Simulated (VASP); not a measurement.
Input of a VASP 6.6.1 run:

The input POSCAR:

```
AlN
1.0
    0.0000000000      2.1839935596      2.2385933986
    2.1839935596      0.0000000000      2.2385933986
    2.1839935596      2.1839935596      0.0000000000
Al N
1 1
Direct
    0.0000000000      0.0000000000      0.0000000000
    0.7500000000      0.7500000000      0.7500000000
```

INCAR.step1

```
SYSTEM = AlN
ALGO = Normal
EDIFF = 1E-4
ENCUT = 520
GGA = PE
ISMEAR = 0
LASPH = .TRUE.
LCHARG = .FALSE.
LREAL = .FALSE.
LWAVE = .TRUE.
NBANDS = 11
NELM = 80
PREC = Accurate
SIGMA = 0.05
```

File INCAR.step2:

```
SYSTEM = AlN
ALGO = Normal
EDIFF = 1E-7
ENCUT = 520
ISIF = 2
ISMEAR = 0
ISTART = 1
LASPH = .TRUE.
LCHARG = .FALSE.
LMIXTAU = .TRUE.
LREAL = .FALSE.
LWAVE = .FALSE.
METAGGA = R2SCAN
NBANDS = 11
NELM = 80
PREC = Accurate
SIGMA = 0.05
```

KPOINTS

```
k-points
0
G
  10 10 10
  0 0 0
```

Potentials or basis: VASP PAW PBE potentials, release 64 (Al, N).

Launch:

```console
$ cat potpaw_PBE.64/Al/POTCAR potpaw_PBE.64/N/POTCAR > POTCAR
$ cp INCAR.step1 INCAR
$ mpirun -np 1 vasp_std > vasp.out
$ cp INCAR.step2 INCAR
$ mpirun -np 1 vasp_std > vasp.out
```

Task: Predict the pressure.

Result: -5.2 GPa.

Task: What does it give for the band gap on the k mesh?

Result: 3.84 eV, indirect (least direct gap 4.62 eV).

Stress tensor (GPa, compression positive):
```
-3.84  0.00  0.00
 0.00 -3.84  0.00
 0.00  0.00 -7.79
```

Caveat: the cell differs from its parent crystal (strain +0.0250 x Voigt [0, 0, 1, 0, 0, 0]); the PAW data sets were made with another functional, which shifts forces and pressure a little. A k mesh can miss the band edges.
